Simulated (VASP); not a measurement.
Runs of VASP 6.6.1 on GaSb. The structure is that of space group Immm (No. 71), or close to it. The cells are those of the table. 

| cell | gap on the mesh (eV) | pressure (GPa) |
| --- | --- | --- |
| a = 4.167 Å, angles 134.2, 94.5, 103.0°, 2 atoms | none | 4.0 |
| a = 4.285 Å, angles 137.7, 110.9, 84.5°, 2 atoms | none | (a) |
| a = 4.335 Å, angles 140.6, 107.3, 86.0°, 2 atoms | none | 3.6 |
| a = 4.082 Å, angles 129.2, 100.1, 101.1°, 2 atoms | none | 4.0 |
| a = 4.261 Å, angles 136.2, 112.7, 83.8°, 2 atoms | none | 3.3 |

Alike in all rows: task single point; level PBE; potentials or basis VASP PAW PBE potentials, release 64 (Ga_d, Sb); no spin polarisation; k mesh 16 × 16 × 16; cutoff (eV) 520; smearing gaussian 0.15 eV.

**Question.** Estimate the missing entries.

**Answer.** (a) 3.1.

Caveats: spin-orbit coupling is left out, which moves the levels of the heavy elements.

A k mesh can miss the band edges, and the runs leave out spin-orbit coupling on Ga, Sb.

A gap of «none» marks levels without a gap at the run's occupations.
